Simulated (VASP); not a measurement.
Runs of VASP 6.6.1 on Si2W. The structure is that of space group I4/mmm (No. 139), or close to it. The cells are those of the table. 

```tsv
cell	gap on the mesh (eV)	pressure (GPa)	largest force (eV/Å)
a = 3.202, b = 3.202, c = 7.816 Å, 6 atoms	none	(b)	0.01
a = 3.190, b = 3.190, c = 7.933 Å, 6 atoms	none	-1.6	0.02
a = 3.178, b = 3.178, c = 8.050 Å, 6 atoms	none	-3.3	(a)
a = 3.186, b = 3.186, c = 8.050 Å, 6 atoms	none	-4.2	0.01
a = 3.194, b = 3.194, c = 7.933 Å, 6 atoms	none	-2.1	-
```

Alike in all rows: task single point; level PBEsol; potentials or basis VASP PAW PBE potentials, release 64 (Si, W_sv); no spin polarisation; k mesh 12 × 12 × 6; cutoff (eV) 520; smearing gaussian 0.1 eV.

Fill in the values left out.

(a) 0.04; (b) 0.3.

Caveats: the PAW data sets were made with another functional, which shifts forces and pressure a little; spin-orbit coupling is left out, which moves the levels of the heavy elements.

A k mesh can miss the band edges, and the runs leave out spin-orbit coupling on W.

A gap of «none» marks levels without a gap at the run's occupations.
